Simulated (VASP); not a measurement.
A run of VASP 6.6.1 is set up as follows.

The input INCAR:

```
SYSTEM = Al
PREC = Accurate
ENCUT = 520
EDIFF = 1E-6
ISMEAR = 0
SIGMA = 0.15
LREAL = .False.
LASPH = .True.
NELM = 100
ALGO = Fast
ISIF = 2
LWAVE = .False.
LCHARG = .True.
GGA = PS
LELF = .True.
LVHAR = .True.
NBANDS = 14
```

KPOINTS

```
Automatic mesh
0
Gamma
  16 16 5
  0 0 0
```

File POSCAR:

```
Al
1.0
   -1.6063180831      1.6063180831     -1.6063180831
   -1.6063180831     -1.6063180831      1.6063180831
   -0.9637908499      6.1040087160      6.7465359492
Al
4
Direct
   -0.1750000000     -0.3500000000      0.8750000000
    0.4750000000      0.4500000000      0.1250000000
   -0.0750000000     -0.1500000000      0.3750000000
    0.3750000000      0.2500000000      0.6250000000
```

Potentials or basis: VASP PAW PBE potentials, release 64 (Al).

Launch:

```bash
$ cat potpaw_PBE.64/Al/POTCAR > POTCAR
$ mpirun -np 1 vasp_std > vasp.out
```

**Question.** What does it give for the largest force?

**Answer.** 1.471 eV/Å.

**Question.** What does it give for the pressure?

**Answer.** 2.5 GPa.

**Question.** Estimate the band gap on the k mesh.

**Answer.** Zero (bands 6 and 7 overlap by 6.53 eV).

Forces in eV/Å, atoms in the order of the input:
```
Al  -0.514 -0.629 -1.226
Al   0.514  0.629  1.226
Al  -0.022 -0.037 -0.034
Al   0.022  0.037  0.034
```

Caveat: the cell differs from its parent crystal (the part above a cut slid along it); the stress differs along the axes, from -0 to 6 GPa; the PAW data sets were made with another functional, which shifts forces and pressure a little.
